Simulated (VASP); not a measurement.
Wanted: the native input for a VASP 6.6.1 run.

```yaml
Task: single point
Functional: LDA
Potentials_or_basis: VASP PAW LDA potentials, release 64 (W_sv)
Cutoff: 500 eV
k_mesh: 16 × 16 × 12
Occupations: gaussian, width 0.15 eV
Spin: no spin polarisation
Dipole_correction: no
Further_INCAR_settings: ALGO = Normal; EDIFF = 1e-06; NBANDS = 21
```

The structure of W lies in POSCAR:

```
W
1.0
    0.0000000000     -1.9864787844     -1.9864787844
    0.0000000000      1.9864787844     -1.9864787844
    3.9729575688      0.0000000000      0.0000000000
W
2
Direct
    0.5203374938      0.4796625062      0.5000000000
   -0.0203374938      0.0203374938      0.0000000000
```

This cell differs from its parent crystal: atoms displaced along a vibrational mode.

One way to write it, as run:

INCAR

```
SYSTEM = W
  PREC = Accurate
  ENCUT = 500
  EDIFF = 1E-6
  ISMEAR = 0
  SIGMA = 0.15
  LREAL = .FALSE.
  LASPH = .TRUE.
  NELM = 120
  ALGO = Normal
  ISIF = 2
  LWAVE = .FALSE.
  LCHARG = .FALSE.
  GGA = CA
  NBANDS = 21
  GGA_COMPAT = .FALSE.
```

KPOINTS

```
Automatic mesh
0
G
  16 16 12
  0 0 0
```

Potentials or basis: VASP PAW LDA potentials, release 64 (W_sv).

Run with:

```console
$ cat potpaw_LDA.64/W_sv/POTCAR > POTCAR
$ mpirun -np 1 vasp_std > vasp.out
```

It gave:

- Pressure: 3.2 GPa
- Largest force: 0.609 eV/Å
- Band gap on the k mesh: zero (bands 14 and 15 overlap by 3.88 eV)

Caveat: the cell differs from its parent crystal (atoms displaced along a vibrational mode); the cell stands under pressure; spin-orbit coupling is left out, which moves the levels of the heavy elements.

Wall time 2.9 min on 1 thread of Intel Xeon 8259CL, on a shared host, peak memory 0.33 GiB.
